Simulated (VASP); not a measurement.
Input of a VASP 6.6.1 run:

The input INCAR:

```
SYSTEM = Hf
ALGO = Normal
EDIFF = 1E-6
ENCUT = 500
GGA = PE
GGA_COMPAT = .FALSE.
ISIF = 2
ISMEAR = 0
LASPH = .TRUE.
LCHARG = .FALSE.
LREAL = .FALSE.
LWAVE = .FALSE.
NBANDS = 17
NELM = 120
PREC = Accurate
SIGMA = 0.05
```

The input KPOINTS:

```
k-points
0
G
  8 8 4
  0 0 0
```

Contents of POSCAR:

```
Hf
1.0
    3.1977630995      0.0000000000      0.0000000000
   -1.5988815498      2.7693440795      0.0000000000
    0.0000000000      0.0000000000      5.0810400968
Hf
2
Direct
    0.3333333333      0.6666666667      0.7500000000
    0.6666666667      0.3333333333      0.2500000000
```

Potentials or basis: VASP PAW PBE potentials, release 64 (Hf_pv).

The run is started by

```console
$ cat potpaw_PBE.64/Hf_pv/POTCAR > POTCAR
$ mpirun -np 1 vasp_std > vasp.out
```

Estimate the band gap on the k mesh.

zero (bands 10 and 11 overlap by 1.45 eV).

Predict the pressure.

-0.4 GPa.

Stress tensor (GPa, compression positive):
```
-0.39  0.00  0.00
 0.00 -0.39  0.00
 0.00  0.00 -0.51
```

Caveat: spin-orbit coupling is left out, which moves the levels of the heavy elements.
